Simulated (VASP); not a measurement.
# Sb (P6_3/mmc) in VASP: settings compared, part 2 of 2

VASP 6.6.1. The steps go on from the part before.

### Step 4. Single point, B3LYP

This run uses another cell than the first one, of 27.99 Å³/atom, 1.050 times its volume.

Input file POSCAR:

```
Sb
1.0
    3.3766951621      0.0000000000      0.0000000000
   -1.6883475810      2.9243037912      0.0000000000
    0.0000000000      0.0000000000      5.6693298630
Sb
2
Direct
    0.6666666667      0.3333333333      0.7500000000
    0.3333333333      0.6666666667      0.2500000000
```

Input file INCAR.step1:

```
ALGO = Normal
EDIFF = 1E-5
ENCUT = 520
GGA = PE
ISIF = 2
ISMEAR = -1
LASPH = T
LCHARG = F
LREAL = F
LWAVE = T
NBANDS = 12
NELM = 80
PREC = Accurate
SIGMA = 0.05
```

Input file INCAR.step2:

```
AEXX = 0.2
AGGAC = 0.81
AGGAX = 0.72
ALDAC = 0.19
ALGO = Normal
EDIFF = 1E-6
ENCUT = 520
GGA = B3
ISIF = 2
ISMEAR = -1
ISTART = 1
LASPH = T
LCHARG = F
LHFCALC = T
LREAL = F
LWAVE = F
NBANDS = 12
NELM = 80
PREC = Accurate
PRECFOCK = Normal
SIGMA = 0.05
```

Input file KPOINTS:

```
k-points
0
Gamma
  5 5 3
```

Potentials or basis: VASP PAW PBE potentials, release 64 (Sb).

Run with:

```console
cat potpaw_PBE.64/Sb/POTCAR > POTCAR
cp INCAR.step1 INCAR
mpirun -np 1 vasp_std > vasp.out
cp INCAR.step2 INCAR
mpirun -np 1 vasp_std > vasp.out
```

OUTCAR:

```text
AEXX = 0.2
   EDIFF = 1E-6
   ENCUT = 520
   GGA = B3
   ISIF = 2
   ISMEAR = -1
   ISTART = 1
   LASPH = T
   LHFCALC = T
   LREAL = F
   NELM = 80
   PREC = Accurate
   PRECFOCK = Normal

 ion  position               nearest neighbor table
   1  0.667  0.333  0.750-   2 3.44   2 3.44   2 3.44   2 3.44   2 3.44   2 3.44
   2  0.333  0.667  0.250-   1 3.44   1 3.44   1 3.44   1 3.44   1 3.44   1 3.44

  LATTYP: Found a hexagonal cell.
 ALAT       =     3.3766951621
 C/A-ratio  =     1.6789581502
[... 332 lines left out ...]

------------------------ aborting loop because EDIFF is reached ----------------------------------------

  FORCE on cell =-STRESS in cart. coord.  units (eV):
  Direction    XX          YY          ZZ          XY          YZ          ZX
  --------------------------------------------------------------------------------------
  -------------------------------------------------------------------------------------
  Total       -0.1833719     -0.1833719     -0.1841121     -0.0000000      0.0000000      0.0000000
  in kB       -5.2480405     -5.2480405     -5.2692251     -0.0000000      0.0000000      0.0000000
  external PRESSURE =      -5.2551021 kB  Pullay stress =       0.0000000 kB

 VOLUME and BASIS-vectors are now :
 -----------------------------------------------------------------------------
  energy-cutoff  :      520.00
  volume of cell :       55.98
      direct lattice vectors                 reciprocal lattice vectors
     3.376695162  0.000000000  0.000000000     0.296147550  0.170980868  0.000000000
    -1.688347581  2.924303791  0.000000000     0.000000000  0.341961736  0.000000000
     0.000000000  0.000000000  5.669329863     0.000000000  0.000000000  0.176387690

 POSITION                                       TOTAL-FORCE (eV/Angst)
 -----------------------------------------------------------------------------------
      1.68835      0.97477      4.25200         0.000000      0.000000     -0.000000
     -0.00000      1.94954      1.41733        -0.000000      0.000000      0.000000
 -----------------------------------------------------------------------------------
    total drift:                                0.000000      0.000000      0.000000

  FREE ENERGIE OF THE ION-ELECTRON SYSTEM (eV)
  ---------------------------------------------------
  free  energy   TOTEN  =        -8.2948008068 eV

  energy  without entropy=       -8.2943569191  energy(sigma->0) =       -8.29457886
```

OSZICAR.step1:

```text
N       E                     dE             d eps       ncg     rms          rms(c)
DAV:   1     0.357170141039E+02    0.35717E+02   -0.35195E+03   240   0.658E+02
DAV:   2    -0.559402076573E+01   -0.41311E+02   -0.39752E+02   312   0.107E+02
DAV:   3    -0.774356155547E+01   -0.21495E+01   -0.21410E+01   304   0.274E+01
DAV:   4    -0.776135882069E+01   -0.17797E-01   -0.17795E-01   284   0.294E+00
DAV:   5    -0.776153998211E+01   -0.18116E-03   -0.18116E-03   292   0.336E-01    0.228E+00
DAV:   6    -0.775276223841E+01    0.87777E-02   -0.58584E-03   268   0.386E-01    0.127E+00
DAV:   7    -0.774859154719E+01    0.41707E-02   -0.10738E-02   256   0.527E-01    0.652E-02
DAV:   8    -0.774864711529E+01   -0.55568E-04   -0.22605E-04   296   0.103E-01    0.136E-02
DAV:   9    -0.774864876535E+01   -0.16501E-05   -0.45627E-06   184   0.153E-02
   1 F= -.77486488E+01 E0= -.77428361E+01  d E =-.116254E-01
```

Wall time 2.1 min (1 thread of Intel Xeon 6975P-C (Granite Rapids), shared host); peak memory 0.18 GiB.

What came out:

```yaml
Free_energy: -8.2948 eV
Pressure: -0.5 GPa
Band_gap_on_the_k_mesh: zero (band 5 reaches 12.85 eV, above the bottom of band 6 at 6.20 eV)
```

Caveat: the k points lie up to 0.43 Å⁻¹ apart; the PAW data sets were made with another functional, which shifts forces and pressure a little; spin-orbit coupling is left out, which moves the levels of the heavy elements.

### Step 5. Relaxation of cell and atoms, PBE0

Input file POSCAR:

```
Sb
1.0
    3.3545324186      0.0000000000      0.0000000000
   -1.6772662093      2.9051102923      0.0000000000
    0.0000000000      0.0000000000      5.4701606500
Sb
2
Direct
    0.6666666667      0.3333333333      0.7500000000
    0.3333333333      0.6666666667      0.2500000000
```

Input file INCAR.step1:

```
SYSTEM = Sb
PREC     = Accurate       ! precision mode
ENCUT    = 600            ! plane-wave cutoff, eV
EDIFF    = 1E-5           ! SCF threshold, eV
ISMEAR   = -1             ! smearing method
SIGMA    = 0.05           ! smearing width, eV
LREAL    = .False.        ! projectors in reciprocal space
LASPH    = .True.         ! aspherical terms in the spheres
NELM     = 100            ! most SCF steps
ALGO     = Normal         ! electronic algorithm
LWAVE    = .True.         ! write WAVECAR
LCHARG   = .False.        ! write CHGCAR
GGA      = PE             ! functional
NBANDS   = 12             ! bands
```

Input file INCAR.step2:

```
SYSTEM = Sb
PREC     = Accurate       ! precision mode
ENCUT    = 600            ! plane-wave cutoff, eV
EDIFF    = 1E-7           ! SCF threshold, eV
ISMEAR   = -1             ! smearing method
SIGMA    = 0.05           ! smearing width, eV
LREAL    = .False.        ! projectors in reciprocal space
LASPH    = .True.         ! aspherical terms in the spheres
NELM     = 100            ! most SCF steps
ALGO     = Normal         ! electronic algorithm
ISIF     = 3              ! what is computed and relaxed
LWAVE    = .False.        ! write WAVECAR
LCHARG   = .False.        ! write CHGCAR
GGA      = PE             ! functional
LHFCALC  = .True.         ! exact exchange
AEXX     = 0.25           ! exact-exchange fraction
PRECFOCK = Normal       
IBRION   = 2              ! ionic algorithm
NSW      = 60             ! ionic steps
EDIFFG   = -0.01          ! ionic threshold
ISTART   = 1
```

Input file KPOINTS:

```
Automatic mesh
0
Gamma
  5 5 3
  0 0 0
```

Run with:

```console
cat potpaw_PBE.64/Sb/POTCAR > POTCAR
cp INCAR.step1 INCAR
mpirun -np 1 vasp_std > vasp.out
cp INCAR.step2 INCAR
mpirun -np 1 vasp_std > vasp.out
```

Wall time 16 min (1 thread of Intel Xeon 6975P-C (Granite Rapids), shared host); peak memory 0.22 GiB.

Results (log left out):

| Property | Result |
| --- | --- |
| Free energy | -10.6327 eV |
| Relaxed volume | 25.37 Å³/atom |
| Relaxed cell | a = 3.267 Å, b = 3.267 Å, c = 5.488 Å, α = 90.00°, β = 90.00°, γ = 120.00° |
| Space group after relaxing (to 0.05 Å) | P6_3/mmc (No. 194) |
| Energy gained by relaxing | 24.8 meV/atom |
| Ionic steps | 5 |
| Pressure after relaxing | -0.1 GPa |
| Band gap on the k mesh | zero (band 5 reaches 14.80 eV, above the bottom of band 6 at 6.78 eV) |

Step by step:
```csv
step,energy change (eV),largest force (eV/Å),pressure (GPa),volume (Å³)
1,0.0000,0.0000,-3.36,53.31
2,-0.0269,0.0000,2.81,49.08
3,-0.0496,0.0000,0.02,50.68
4,-0.0496,0.0000,0.09,50.63
5,-0.0496,0.0000,-0.05,50.73
```

Final structure:
```
Sb
1.0
     3.26716    0.00000    0.00000
    -1.63358    2.82944    0.00000
     0.00000    0.00000    5.48783
Sb
2
Direct
  0.66667 0.33333 0.75000
  0.33333 0.66667 0.25000
```

Levels at points of the mesh, in eV from the Fermi level:
```tsv
k point	band 2	band 3	band 4	band 5	band 6	band 7	band 8	band 9
(0.00, 0.00, 0.00)	-11.14	-7.57	5.12	5.12	6.49	6.92	6.92	9.39
```

Caveat: the k points lie up to 0.44 Å⁻¹ apart in the final cell; the PAW data sets were made with another functional, which shifts forces and pressure a little; spin-orbit coupling is left out, which moves the levels of the heavy elements.

### Step 6. Summary

| task | level | cell | cutoff (eV) | share of exact exchange | gap on the mesh (eV) | pressure (GPa) |
| --- | --- | --- | --- | --- | --- | --- |
| single point | PBEsol-based global hybrid | a = 3.355, b = 3.355, c = 5.470 Å, angles 90.0, 90.0, 120.0°, 2 atoms | 520 | 0.25 | none | -5.2 |
| single point | B3LYP | a = 3.355, b = 3.355, c = 5.470 Å, angles 90.0, 90.0, 120.0°, 2 atoms | 520 | - | none | 2.7 |
| single point | B3LYP | a = 3.377, b = 3.377, c = 5.669 Å, angles 90.0, 90.0, 120.0°, 2 atoms | 520 | - | none | -0.5 |
| relaxation of cell and atoms | PBE0 | relaxed from a = 3.355, b = 3.355, c = 5.470 Å, angles 90.0, 90.0, 120.0°, 2 atoms | 600 | - | none | -0.1 |

Alike in all rows: potentials or basis VASP PAW PBE potentials, release 64 (Sb); no spin polarisation; k mesh 5 × 5 × 3; smearing fermi-dirac 0.05 eV.

Caveats: all runs use coarse meshes; the PAW data sets were made with another functional, which shifts forces and pressure a little; spin-orbit coupling is left out, which moves the levels of the heavy elements.

Absolute energies hang on the potentials; compare differences alone.
